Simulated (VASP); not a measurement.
Here is a VASP 6.6.1 calculation.

Contents of INCAR:

```
PREC     = Accurate       # precision mode
ENCUT    = 520            # plane-wave cutoff, eV
EDIFF    = 1E-7           # SCF threshold, eV
ISMEAR   = 0              # smearing method
SIGMA    = 0.05           # smearing width, eV
LREAL    = False          # projectors in reciprocal space
LASPH    = True           # aspherical terms in the spheres
NELM     = 60             # most SCF steps
ALGO     = Normal         # electronic algorithm
ISIF     = 2              # what is computed and relaxed
LWAVE    = False          # write WAVECAR
LCHARG   = False          # write CHGCAR
LDIPOL   = True         
IDIPOL   = 3            
DIPOL    = 0.5 0.5 0.383
GGA      = PE             # functional
IVDW     = 12             # dispersion correction
NBANDS   = 31             # bands
```

KPOINTS

```
regular mesh
0
Gamma
  9 9 1
```

POSCAR

```
PtS2
1.0
    3.5415269801      0.0000000000      0.0000000000
   -1.7707634901      3.0670523330      0.0000000000
    0.0000000000      0.0000000000     22.4670671688
S Pt
4 2
Direct
    0.6666666667      0.3333333333      0.2002931654
    0.3333333333      0.6666666667      0.3108342327
    0.3333333333      1.0000000000      0.4550453118
    0.6666666667      0.6666666667      0.5655863791
    0.0000000000      0.0000000000      0.2555636990
    1.0000000000      1.3333333333      0.5103158454
```

Potentials or basis: VASP PAW PBE potentials, release 64 (S, Pt).

Command:

```sh
$ cat potpaw_PBE.64/S/POTCAR potpaw_PBE.64/Pt/POTCAR > POTCAR
$ mpirun -np 1 vasp_std > vasp.out
```

**Question.** Estimate the dispersion energy per atom.

**Answer.** -0.321 eV.

**Question.** What does it give for the band gap on the k mesh?

**Answer.** 1.31 eV, indirect (least direct gap 1.42 eV).

**Question.** Predict the largest force.

**Answer.** 0.095 eV/Å.

Forces in eV/Å, atoms in the order of the input:
```
S    0.004 -0.024  0.036
S    0.032 -0.069 -0.056
S   -0.044  0.062  0.056
S   -0.018  0.016 -0.036
Pt  -0.001  0.032  0.072
Pt   0.027 -0.016 -0.072
```

Caveat: spin-orbit coupling is left out, which moves the levels of the heavy elements.
